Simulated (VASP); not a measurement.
ZnSe, 4 atoms in the cell. It takes space group I-4m2 (No. 119, tetragonal). Conventional cell: a = 4.222 Å, b = 4.222 Å, c = 5.207 Å, α = 90.00°, β = 90.00°, γ = 90.00°. Within 3.3 Å of Zn (site symmetry -4m2) lie 4 Se at 2.48 Å. Within 3.3 Å of Se (site symmetry -4m2) lie 4 Zn at 2.48 Å. 

```yaml
Program: VASP 6.6.1
Task: single point
Functional: PBEsol
Potentials_or_basis: VASP PAW PBE potentials, release 64 (Zn, Se)
Cutoff: 520 eV
k_mesh: 8 × 8 × 6
Occupations: gaussian, width 0.02 eV
Spin: no spin polarisation
Dipole_correction: no
Further_INCAR_settings: ALGO = Normal; EDIFF = 1e-06; NBANDS = 26
```

Potentials or basis: VASP PAW PBE potentials, release 64 (Zn, Se).

Command:

```console
$ cat potpaw_PBE.64/Zn/POTCAR potpaw_PBE.64/Se/POTCAR > POTCAR
$ mpirun -np 1 vasp_std > vasp.out
```

Hardware: 1 thread of Intel Xeon 8259CL, on a shared host.

Question: How long does it take, and how much memory?

Answer: It took 2.9 min on 1 thread of Intel Xeon 8259CL (shared host), peak memory 0.27 GiB. Counts: scf iterations 13, k points 60.
